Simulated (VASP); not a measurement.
Wanted: the native input for a VASP 6.6.1 run.

```
Task                   : single point
Functional             : r2SCAN
Potentials or basis    : VASP PAW PBE potentials, release 64 (Si, Mo_sv)
Cutoff                 : 520 eV
k mesh                 : 8 × 8 × 8
Occupations            : gaussian, width 0.1 eV
Spin                   : no spin polarisation
Dipole correction      : no
Further INCAR settings : ALGO = Normal; EDIFF = 1e-06; NBANDS = 18
```

Crystal: Si2Mo.

```
Si Mo
1.0
    -1.60213    1.60213    3.90810
     1.60213   -1.60213    3.90810
     1.60213    1.60213   -3.90810
Si Mo
2 1
Direct
  0.66457 0.66457 0.00000
  0.33543 0.33543 0.00000
  0.00000 0.00000 0.00000
```

The input as run:

POSCAR

```
Si2Mo
1.0
   -1.6021322800      1.6021322800      3.9080959800
    1.6021322800     -1.6021322800      3.9080959800
    1.6021322800      1.6021322800     -3.9080959800
Si Mo
2 1
Direct
    0.6645706300      0.6645706300      0.0000000000
    0.3354293700      0.3354293700      0.0000000000
    0.0000000000      0.0000000000      0.0000000000
```

INCAR.step1

```
PREC = Accurate
ENCUT = 520
ISMEAR = 0
SIGMA = 0.1
LREAL = False
LASPH = True
NELM = 60
NBANDS = 18
GGA = PE
ALGO = Normal
EDIFF = 1E-4
LWAVE = True
LCHARG = False
```

INCAR.step2

```
PREC = Accurate
ENCUT = 520
EDIFF = 1E-6
ISMEAR = 0
SIGMA = 0.1
LREAL = False
LASPH = True
NELM = 60
ALGO = Normal
ISIF = 2
LWAVE = False
LCHARG = True
METAGGA = R2SCAN
LMIXTAU = True
LELF = True
LVHAR = True
NBANDS = 18
ISTART = 1
```

KPOINTS

```
regular mesh
0
Gamma
  8 8 8
```

Potentials or basis: VASP PAW PBE potentials, release 64 (Si, Mo_sv).

The run is started by

```bash
$ cat potpaw_PBE.64/Si/POTCAR potpaw_PBE.64/Mo_sv/POTCAR > POTCAR
$ cp INCAR.step1 INCAR
$ mpirun -np 1 vasp_std > vasp.out
$ cp INCAR.step2 INCAR
$ mpirun -np 1 vasp_std > vasp.out
```

Results of the run:

* Pressure: 0.1 GPa
* Largest force: 0.017 eV/Å
* Band gap on the k mesh: zero (bands 11 and 12 overlap by 1.04 eV)

Caveat: the PAW data sets were made with another functional, which shifts forces and pressure a little.

It took 100 s on 1 thread of Intel(R) Xeon(R) 6975P-C (Granite Rapids), on a shared host, peak memory 0.23 GiB.
